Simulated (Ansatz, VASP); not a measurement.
## Two plane-wave programs on Tl

INCAR

```
SYSTEM = Tl
PREC = Accurate
ENCUT = 520
EDIFF = 1E-7
ISMEAR = 0
SIGMA = 0.1
LREAL = .False.
LASPH = .True.
NELM = 100
ALGO = Normal
ISIF = 2
LWAVE = .False.
LCHARG = .True.
GGA = PE
LELF = .True.
LVHAR = .True.
NBANDS = 12
```

KPOINTS

```
Automatic mesh
0
Gamma
  14 14 14
  0 0 0
```

File POSCAR:

```
Tl
1.0
   -1.7627579700      1.9374479700      1.9374479700
    1.7627579700     -1.9374479700      1.9374479700
    1.7627579700      1.9374479700     -1.9374479700
Tl
1
Direct
    0.0000000000      0.0000000000      0.0000000000
```

Input for Ansatz:

```yaml
crystal:
  lattice:
    - [-1.76275797, 1.93744797, 1.93744797]
    - [1.76275797, -1.93744797, 1.93744797]
    - [1.76275797, 1.93744797, -1.93744797]
  atoms:
    - { symbol: Tl, position: [0.0, 0.0, 0.0] }
basis:
  ecutwfc: 420
kpoints:
  mp_grid: { grid: [14, 14, 14] }
hamiltonian:
  xc: pbe
scf:
  occupations: { method: gaussian, width: 0.1 }
output:
  forces: true
  stress: true
  eigenvalues: true
  populations: true
```

Alike in both runs: task single point; functional PBE; k mesh 14 × 14 × 14; occupations gaussian, width 0.1 eV; no spin polarisation.

|  | VASP | Ansatz |
| --- | --- | --- |
| version | VASP 6.6.1 | Ansatz 0.2.0 |
| potentials or method | VASP PAW PBE potentials, release 64 (Tl_d), cutoff 520 eV | scalar-relativistic, plane waves, PAW |
| valence electrons in the cell | 13 | 13 |

```csv
,VASP,Ansatz,Ansatz less VASP
gap on the k mesh at the Fermi level (eV),none,none,-
pressure (GPa),7.1,7.2,+0.07
"traceless stress, the component that is largest in VASP (GPa)",0.99,0.98,-0.006
```

A gap of «none» marks a metal or a gap that the smearing closes.

Neither program's run includes spin-orbit coupling.
